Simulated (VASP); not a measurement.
# Zn (Pm-3m) in VASP: further runs

The runs below take Zn through single point, relaxation of cell and atoms, with PBE.

All numbers are computed with VASP 6.6.1; they aren't measurements. Logs are shortened: lines on timing, memory, paths and dates and some standing lists are left out, and cuts for length are marked.

### 1 The cell of the first run

The structure is cubic, space group Pm-3m (No. 221). The conventional cell has a = 2.166 Å, b = 2.166 Å, c = 2.166 Å, α = 90.00°, β = 90.00°, γ = 90.00°. Zn (site symmetry m-3m) has 6 Zn at 2.17 Å within 2.9 Å.

This isn't the form of Zn at room conditions, which is hcp.

### 2 Single point, PBE

INCAR reads:

```
SYSTEM = Zn
PREC = Accurate
ENCUT = 520
EDIFF = 1E-6
ISMEAR = -1
SIGMA = 0.1
LREAL = .False.
LASPH = .True.
NELM = 100
ALGO = Normal
ISIF = 2
LWAVE = .False.
LCHARG = .False.
GGA = PE
NBANDS = 12
```

KPOINTS reads:

```
Automatic mesh
0
Gamma
  18 18 18
  0 0 0
```

POSCAR reads:

```
Zn
1.0
    2.1662483796      0.0000000000      0.0000000000
    0.0000000000      2.1662483796      0.0000000000
    0.0000000000      0.0000000000      2.1662483796
Zn
1
Direct
    0.0000000000      0.0000000000      0.0000000000
```

Potentials or basis: VASP PAW PBE potentials, release 64 (Zn).

The run is started by

```
> cat potpaw_PBE.64/Zn/POTCAR > POTCAR
> mpirun -np 1 vasp_std > vasp.out
```

OUTCAR:

```text
SYSTEM = Zn
   PREC = Accurate
   ENCUT = 520
   EDIFF = 1E-6
   ISMEAR = -1
   LREAL = .False.
   LASPH = .True.
   NELM = 100
   ISIF = 2
   GGA = PE

 ion  position               nearest neighbor table
   1  0.000  0.000  0.000-

  LATTYP: Found a simple cubic cell.
 ALAT       =     2.1662483796

  Lattice vectors:

 A1 = (   2.1662483796,   0.0000000000,   0.0000000000)
 A2 = (   0.0000000000,   2.1662483796,   0.0000000000)
 A3 = (   0.0000000000,   0.0000000000,   2.1662483796)

Analysis of symmetry for initial positions (statically):
=====================================================================
 Subroutine PRICEL returns:
 Original cell was already a primitive cell.

 Routine SETGRP: Setting up the symmetry group for a
 simple cubic supercell.

 Subroutine GETGRP returns: Found 48 space group operations
 (whereof 48 operations were pure point group operations)
 out of a pool of 48 trial point group operations.

The static configuration has the point symmetry O_h .

Analysis of symmetry for dynamics (positions and initial velocities):
=====================================================================
 Subroutine PRICEL returns:
 Original cell was already a primitive cell.

 Routine SETGRP: Setting up the symmetry group for a
 simple cubic supercell.

 Subroutine GETGRP returns: Found 48 space group operations
 (whereof 48 operations were pure point group operations)
 out of a pool of 48 trial point group operations.

The dynamic configuration has the point symmetry O_h .

 Subroutine INISYM returns: Found 48 space group operations
 (whereof 48 operations are pure point group operations),
 and found     1 'primitive' translations

----------------------------------------------------------------------------------------

                                     Primitive cell

  volume of cell :      10.1654

  direct lattice vectors                    reciprocal lattice vectors
     2.166248380  0.000000000  0.000000000     0.461627581  0.000000000  0.000000000
     0.000000000  2.166248380  0.000000000     0.000000000  0.461627581  0.000000000
     0.000000000  0.000000000  2.166248380     0.000000000  0.000000000  0.461627581

  length of vectors
     2.166248380  2.166248380  2.166248380     0.461627581  0.461627581  0.461627581

  position of ions in fractional coordinates (direct lattice)
     0.000000000  0.000000000  0.000000000

  ion indices of the primitive-cell ions
[... 80 lines left out ...]
   ISIF   =      2    stress and relaxation
   ISYM   =      2    0-nonsym 1-usesym 2-fastsym
   POTIM  = 0.5000    time-step for ionic-motion
   TEBEG  =    0.0;   TEEND  =   0.0 temperature during run
   PSTRESS=    0.0 pullay stress
   NELECT =      12.0000    total number of electrons
   NUPDOWN=      -1.0000    fix difference up-down
   EMIN   =  10.00;   EMAX   =-10.00  energy-range for DOS
   EFERMI =   0.00;   METHOD = LEGACY
   ISMEAR =    -1;   SIGMA  =   0.10  broadening in eV -4-tet -1-fermi 0-gaus
   EFERMI_NEDOS =   21; number of points for ismear=-14 and -15
   IALGO  =     38    algorithm
   IMIX   =      4    mixing-type and parameters
     AMIX     =   0.40;   BMIX     =  1.00
     AMIX_MAG =   1.60;   BMIX_MAG =  1.00
  volume/ion in A,a.u.               =      10.17        68.60
  Fermi-wavevector in a.u.,A,eV,Ry     =   1.730189  3.269584 40.729796  2.993556
  Thomas-Fermi vector in A             =   2.804792
   LORBIT       =      0    0 simple, 1 ext, 2 COOP (PROOUT), +10 PAW based schemes
   GGA     = PE    functional components
   LHFCALC =     F    Hartree Fock is set to
   AEXX    =    0.0000 exact exchange contribution
   IVDW    =     0    specifies the selected vdW correction
   LEPSILON=     F    determine dielectric tensor
   LRPA    =     F    only Hartree local field effects (RPA)
 non-spin polarized calculation
  energy-cutoff  :      520.00
  volume of cell :       10.17
 maximum number of plane-waves:       288
   NGX =  9   NGY =  9   NGZ =  9

 number of electron      12.0000010 magnetization

 Free energy of the ion-electron system (eV)
  ---------------------------------------------------
  ext. energy  EPLUGINS =         0.00000000
  ---------------------------------------------------
  free energy    TOTEN  =         0.84577229 eV

  energy without entropy =        0.85429392  energy(sigma->0) =        0.85003311

 E-fermi :   6.6627     XC(G=0): -13.7693

 val. band max:        6.6453702745   @ k =   0.5000   0.2778   0.2222
 cond. band min:       6.6784692225   @ k =   0.4444   0.4444   0.1111
 fundamental gap:      0.0330989480
 Fermi energy:         6.6627039985

 k-point     1 :       0.0000    0.0000    0.0000
  band No.  band energies     occupation
      1      -7.4520      2.00000
      2      -4.3515      2.00000
      3      -4.3515      2.00000
      4      -1.2255      2.00000
      5      -1.2255      2.00000
      6      -1.2255      2.00000
      7      24.2733      0.00000
      8      24.2733      0.00000
      9      24.2733      0.00000
     10      27.9145      0.00000
     11      27.9145      0.00000
     12      33.5180      0.00000
[... 331 lines left out ...]
 k-point    24 :       0.3333    0.1111    0.0000
  band No.  band energies     occupation
      1      -4.4582      2.00000
      2      -3.8978      2.00000
      3      -2.7073      2.00000
      4      -1.9340      2.00000
      5      -1.4390      2.00000
      6      -1.2701      2.00000
      7       9.5205      0.00000
      8      23.5629      0.00000
      9      29.2451      0.00000
     10      31.3296      0.00000
     11      33.2398      0.00000
     12      38.2973      0.00000

 [... further k-points ...]

------------------------ aborting loop because EDIFF is reached ----------------------------------------

  FORCE on cell =-STRESS in cart. coord.  units (eV):
  Direction    XX          YY          ZZ          XY          YZ          ZX
  --------------------------------------------------------------------------------------
  -------------------------------------------------------------------------------------
  Total        7.7462768      7.7462768      7.7462768     -0.0000000     -0.0000000      0.0000000
  in kB     1220.8964736   1220.8964736   1220.8964736     -0.0000000     -0.0000000      0.0000000
  external PRESSURE =    1220.8964736 kB  Pullay stress =       0.0000000 kB

 VOLUME and BASIS-vectors are now :
 -----------------------------------------------------------------------------
  energy-cutoff  :      520.00
  volume of cell :       10.17
      direct lattice vectors                 reciprocal lattice vectors
     2.166248380  0.000000000  0.000000000     0.461627581  0.000000000  0.000000000
     0.000000000  2.166248380  0.000000000     0.000000000  0.461627581  0.000000000
     0.000000000  0.000000000  2.166248380     0.000000000  0.000000000  0.461627581

 POSITION                                       TOTAL-FORCE (eV/Angst)
 -----------------------------------------------------------------------------------
      0.00000      0.00000      0.00000         0.000000      0.000000      0.000000
 -----------------------------------------------------------------------------------
    total drift:                               -0.000000     -0.000000      0.000000

  FREE ENERGIE OF THE ION-ELECTRON SYSTEM (eV)
  ---------------------------------------------------
  free  energy   TOTEN  =         0.8457722881 eV

  energy  without entropy=        0.8542939224  energy(sigma->0) =        0.85003311
```

OSZICAR:

```text
N       E                     dE             d eps       ncg     rms          rms(c)
DAV:   1     0.408895788878E+02    0.40890E+02   -0.66501E+03  5748   0.180E+03
DAV:   2     0.159012222388E+01   -0.39299E+02   -0.37059E+02  5460   0.221E+02
DAV:   3     0.617460488819E+00   -0.97266E+00   -0.97116E+00  5952   0.333E+01
DAV:   4     0.615993763273E+00   -0.14667E-02   -0.14667E-02  5776   0.119E+00
DAV:   5     0.615993188435E+00   -0.57484E-06   -0.57540E-06  5828   0.229E-02    0.835E+00
DAV:   6     0.811502620293E+00    0.19551E+00   -0.77045E-01  6196   0.185E+01    0.511E+00
DAV:   7     0.837688820693E+00    0.26186E-01   -0.12928E-02  5404   0.211E+00    0.229E+00
DAV:   8     0.845770685132E+00    0.80819E-02   -0.29246E-03  5780   0.868E-01    0.329E-02
DAV:   9     0.845773104644E+00    0.24195E-05   -0.11586E-04  6576   0.120E-01    0.167E-02
DAV:  10     0.845771737897E+00   -0.13667E-05   -0.37694E-06  6092   0.248E-02    0.385E-03
DAV:  11     0.845772288061E+00    0.55016E-06   -0.61282E-07  2956   0.153E-02
   1 F= 0.84577229E+00 E0= 0.85003311E+00  d E =-.852163E-02
```

stdout:

```text
POSCAR found type information on POSCAR Zn
 POSCAR found :  1 types and       1 ions
 scaLAPACK will be used
 LDA part: xc-table for (Slater+PW92), standard interpolation
 POSCAR, INCAR and KPOINTS ok, starting setup
 FFT: planning ... GRIDC
 FFT: planning ... GRID_SOFT
 FFT: planning ... GRID
 WAVECAR not read
 entering main loop
```

Wall time 4.5 s (1 thread of Intel Xeon 6975P-C (Granite Rapids), shared host); peak memory 0.13 GiB.

What came out:

```yaml
Free_energy: 0.8458 eV
Pressure: 122.1 GPa
Band_gap_on_the_k_mesh: zero (bands 6 and 7 overlap by 10.63 eV)
```

Caveat: the cell stands under pressure.

### 3 Relaxation of cell and atoms, PBE, target pressure 120 GPa, at which the enthalpy is minimised

This run uses another cell than the first one, of 9.54 Å³/atom.

INCAR reads:

```
  ALGO = Normal
  EDIFF = 1E-6
  EDIFFG = -0.005
  ENCUT = 600
  GGA = PE
  IBRION = 2
  ISIF = 3
  ISMEAR = -1
  LASPH = True
  LCHARG = False
  LREAL = False
  LWAVE = False
  NELM = 60
  NSW = 60
  PREC = Accurate
  PSTRESS = 1200.0
  SIGMA = 0.1
```

KPOINTS reads:

```
k-points
0
Gamma
  18 18 18
```

POSCAR reads:

```
Zn
1.0
    2.1208012382      0.0000000000      0.0000000000
    0.0000000000      2.1208012382      0.0000000000
    0.0000000000      0.0000000000      2.1208012382
Zn
1
Direct
    0.0000000000      0.0000000000      0.0000000000
```

Potentials or basis: VASP PAW PBE potentials, release 64 (Zn).

The run is started by

```
> cat potpaw_PBE.64/Zn/POTCAR > POTCAR
> mpirun -np 1 vasp_std > vasp.out
```

OUTCAR:

```text
EDIFF = 1E-6
   EDIFFG = -0.005
   ENCUT = 600
   GGA = PE
   IBRION = 2
   ISIF = 3
   ISMEAR = -1
   LASPH = True
   LREAL = False
   NELM = 60
   NSW = 60
   PREC = Accurate
   PSTRESS = 1200.0

 ion  position               nearest neighbor table
   1  0.000  0.000  0.000-

  LATTYP: Found a simple cubic cell.
 ALAT       =     2.1208012382

  Lattice vectors:

 A1 = (   2.1208012382,   0.0000000000,   0.0000000000)
 A2 = (   0.0000000000,   2.1208012382,   0.0000000000)
 A3 = (   0.0000000000,   0.0000000000,   2.1208012382)

Analysis of symmetry for initial positions (statically):
=====================================================================
 Subroutine PRICEL returns:
 Original cell was already a primitive cell.

 Routine SETGRP: Setting up the symmetry group for a
 simple cubic supercell.

 Subroutine GETGRP returns: Found 48 space group operations
 (whereof 48 operations were pure point group operations)
 out of a pool of 48 trial point group operations.

The static configuration has the point symmetry O_h .

Analysis of symmetry for dynamics (positions and initial velocities):
=====================================================================
 Subroutine PRICEL returns:
 Original cell was already a primitive cell.

 Routine SETGRP: Setting up the symmetry group for a
 simple cubic supercell.

 Subroutine GETGRP returns: Found 48 space group operations
 (whereof 48 operations were pure point group operations)
 out of a pool of 48 trial point group operations.

The dynamic configuration has the point symmetry O_h .

 Subroutine INISYM returns: Found 48 space group operations
 (whereof 48 operations are pure point group operations),
 and found     1 'primitive' translations

----------------------------------------------------------------------------------------

                                     Primitive cell

  volume of cell :       9.5389

  direct lattice vectors                    reciprocal lattice vectors
     2.120801238  0.000000000  0.000000000     0.471519906  0.000000000  0.000000000
[... 126 lines left out ...]

 Free energy of the ion-electron system (eV)
  ---------------------------------------------------
  ext. energy  EPLUGINS =         0.00000000
  ---------------------------------------------------
  free energy    TOTEN  =         1.39147810 eV

  energy without entropy =        1.39959196  energy(sigma->0) =        1.39553503

------------------------ aborting loop because EDIFF is reached ----------------------------------------

  FORCE on cell =-STRESS in cart. coord.  units (eV):
  Direction    XX          YY          ZZ          XY          YZ          ZX
  --------------------------------------------------------------------------------------
  -------------------------------------------------------------------------------------
  Total        9.4304649      9.4304649      9.4304649     -0.0000000      0.0000000     -0.0000000
  in kB     1583.9584276   1583.9584276   1583.9584276     -0.0000000      0.0000000     -0.0000000
  external PRESSURE =     383.9584276 kB  Pullay stress =    1200.0000000 kB
[... 24 lines left out ...]
--------------------------------------- Ionic step        2  -------------------------------------------

 number of electron      11.9999987 magnetization

 E-fermi :   4.1584     XC(G=0): -12.3031

 val. band max:        4.1107023019   @ k =   0.5000   0.2778   0.2222
 cond. band min:       4.1774630883   @ k =   0.5000   0.3889   0.0556
 fundamental gap:      0.0667607864
 Fermi energy:         4.1583896137

 k-point     1 :       0.0000    0.0000    0.0000
  band No.  band energies     occupation
      1      -7.4060      2.00000
      2      -5.1401      2.00000
      3      -5.1401      2.00000
      4      -3.0791      2.00000
      5      -3.0791      2.00000
      6      -3.0791      2.00000
      7      19.2720      0.00000
      8      19.2720      0.00000
      9      19.2720      0.00000
     10      22.4828      0.00000
[... 368 lines left out ...]
  energy  without entropy=        0.7610886856  energy(sigma->0) =        0.75677806

  enthalpy is  TOTEN    =         8.4608015695 eV   P V=        7.7083341422

[... ionic steps 4 to 12 ...]

--------------------------------------- Ionic step       13  -------------------------------------------

 number of electron      11.9999990 magnetization

------------------------ aborting loop because EDIFF is reached ----------------------------------------
[... 69 lines left out ...]
--------------------------------------- Ionic step       15  -------------------------------------------

 number of electron      11.9999990 magnetization

 Free energy of the ion-electron system (eV)
  ---------------------------------------------------
  ext. energy  EPLUGINS =         0.00000000
  ---------------------------------------------------
  free energy    TOTEN  =         0.81411689 eV

  energy without entropy =        0.82267171  energy(sigma->0) =        0.81839430

 E-fermi :   6.6135     XC(G=0): -13.7435

 val. band max:        6.5900288066   @ k =   0.5000   0.2778   0.2222
 cond. band min:       6.6335013213   @ k =   0.4444   0.4444   0.1111
 fundamental gap:      0.0434725147
 Fermi energy:         6.6134691630

 k-point     1 :       0.0000    0.0000    0.0000
  band No.  band energies     occupation
      1      -7.4528      2.00000
      2      -4.3659      2.00000
      3      -4.3659      2.00000
      4      -1.2613      2.00000
      5      -1.2613      2.00000
      6      -1.2613      2.00000
      7      24.1812      0.00000
      8      24.1812      0.00000
      9      24.1812      0.00000
     10      27.8112      0.00000
[... 331 lines left out ...]
  energy  without entropy=        0.8226717082  energy(sigma->0) =        0.81839430

  enthalpy is  TOTEN    =         8.4597331168 eV   P V=        7.6456162261

 reached required accuracy - stopping structural energy minimisation
```

OSZICAR:

```text
N       E                     dE             d eps       ncg     rms          rms(c)
DAV:   1     0.368774221940E+02    0.36877E+02   -0.76168E+03  4616   0.241E+03
DAV:   2     0.170388699022E+01   -0.35174E+02   -0.34048E+02  4462   0.226E+02
DAV:   3     0.114099556836E+01   -0.56289E+00   -0.56210E+00  4916   0.298E+01
[... 84 lines left out ...]
DAV:   1     0.814087380952E+00   -0.31758E-02   -0.34706E-04  4822   0.431E-01    0.381E-02
DAV:   2     0.814112772401E+00    0.25391E-04   -0.10896E-04  4798   0.254E-01    0.133E-02
DAV:   3     0.814115664271E+00    0.28919E-05   -0.70669E-07  2392   0.145E-02    0.709E-03
DAV:   4     0.814116946497E+00    0.12822E-05   -0.35194E-07  2208   0.112E-02    0.204E-04
DAV:   5     0.814116890655E+00   -0.55843E-07   -0.60030E-08  2206   0.285E-03
  15 F= 0.84597331E+01 E0= 0.84640105E+01  d E =-.101992E-04
```

Run time: 44 s. Hardware: 1 thread of Intel Xeon 6975P-C (Granite Rapids), shared host; peak memory 0.14 GiB.

Results:

| Property | Result |
| --- | --- |
| Free energy | 0.8141 eV |
| Relaxed volume | 10.21 Å³/atom |
| Relaxed cell | a = 2.169 Å, b = 2.169 Å, c = 2.169 Å, α = 90.00°, β = 90.00°, γ = 90.00° |
| Space group after relaxing (to 0.1 Å) | Pm-3m (No. 221) |
| Energy change on relaxing (the run minimises the enthalpy) | -577.4 meV/atom |
| Ionic steps | 15 |
| Pressure after relaxing | 120.0 GPa |
| Band gap on the k mesh | zero (bands 6 and 7 overlap by 10.61 eV) |

The path:
| step | energy change (eV) | largest force (eV/Å) | pressure (GPa) | volume (Å³) |
| --- | --- | --- | --- | --- |
| 1 | 0.0000 | 0.0000 | 158.40 | 9.54 |
| 2 | -1.8411 | 0.0000 | 37.51 | 13.06 |
| 3 | -0.6390 | 0.0000 | 115.85 | 10.29 |
| 4 | -0.5799 | 0.0000 | 119.91 | 10.21 |
| 5 | -0.5695 | 0.0000 | 120.53 | 10.20 |
| 6 | -0.5700 | 0.0000 | 120.37 | 10.20 |
| 7 | -0.5711 | 0.0000 | 120.33 | 10.20 |
| 8 | -0.5711 | 0.0000 | 120.43 | 10.20 |
| 9 | -0.5712 | 0.0000 | 120.41 | 10.20 |
| 10 | -0.5713 | 0.0000 | 120.39 | 10.20 |
| 11 | -0.5715 | 0.0000 | 120.35 | 10.20 |
| 12 | -0.5719 | 0.0000 | 120.26 | 10.20 |
| 13 | -0.5726 | 0.0000 | 120.26 | 10.20 |
| 14 | -0.5742 | 0.0000 | 120.10 | 10.20 |
| 15 | -0.5774 | 0.0000 | 120.05 | 10.21 |

Final structure:
```cif
data_structure
_symmetry_space_group_name_H-M 'P 1'
_symmetry_Int_Tables_number 1
_cell_length_a 2.1693
_cell_length_b 2.1693
_cell_length_c 2.1693
_cell_angle_alpha 90.000
_cell_angle_beta 90.000
_cell_angle_gamma 90.000
_cell_volume 10.21
loop_
_atom_site_label
_atom_site_type_symbol
_atom_site_fract_x
_atom_site_fract_y
_atom_site_fract_z
_atom_site_occupancy
Zn1 Zn 0.00000 0.00000 0.00000 1
```

Caveat: the cell is relaxed towards a set pressure, so the run minimises the enthalpy, not the energy.
